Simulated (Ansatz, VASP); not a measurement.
## LiF: VASP beside Ansatz

Contents of INCAR:

```
PREC = Accurate
ENCUT = 520
EDIFF = 1E-7
ISMEAR = 0
SIGMA = 0.01
LREAL = False
LASPH = True
NELM = 100
ALGO = Normal
ISIF = 2
LWAVE = False
LCHARG = True
LELF = True
LVHAR = True
NBANDS = 12
```

The input KPOINTS:

```
regular mesh
0
Gamma
  10 10 10
```

File POSCAR:

```
LiF
1.0
    0.0000000000      2.1446105349      2.1446105349
    2.1446105349      0.0000000000      2.1446105349
    2.1446105349      2.1446105349      0.0000000000
Li F
1 1
Direct
    0.0000000000      0.0000000000      0.0000000000
    0.2500000000      0.2500000000      0.2500000000
```

Input for Ansatz:

```yaml
crystal:
  lattice:
    - [0.0, 2.1446105349, 2.1446105349]
    - [2.1446105349, 0.0, 2.1446105349]
    - [2.1446105349, 2.1446105349, 0.0]
  atoms:
    - { symbol: Li, position: [0.0, 0.0, 0.0] }
    - { symbol: F, position: [0.25, 0.25, 0.25] }
kpoints:
  mp_grid: { grid: [10, 10, 10] }
  band_path:
    path:
      - [0.0, 0.0, 0.0]
      - [-0.5, -0.5, 0.0]
      - [-0.375, -0.375, 0.25]
      - [-0.375, 0.0, 0.375]
      - [0.0, 0.0, 0.5]
      - [-0.5, -0.25, 0.25]
    npoints: 1
hamiltonian:
  xc: lda
scf:
  occupations: { method: fixed }
  n_extra_bands: 4
output:
  forces: true
  stress: true
  eigenvalues: true
  write_density: true
  write_potential: true
  elf: true
  volumetric_format: npy
```

Alike in both runs: task single point; functional LDA; k mesh 10 × 10 × 10; no spin polarisation.

```csv
,VASP,Ansatz
version,VASP 6.6.1,Ansatz 0.2.0
potentials or method,"VASP PAW LDA potentials, release 64 (Li_sv, F)","plane waves, PAW"
plane-wave cutoff (eV),520,420
occupations,"gaussian, width 0.01 eV",fixed
valence electrons in the cell,10,10
```

VASP gave:

```
gap on the k mesh at the Fermi level (eV) : 7.60
```

Q: What did Ansatz give for the same quantities?

A: gap on the k mesh at the Fermi level (eV): 7.62.

LDA's correlation is that of Perdew and Zunger in VASP and of Perdew and Wang (1992) in Ansatz.

Noted on VASP's run: the cutoff is short for stress, so the pressure is rough.
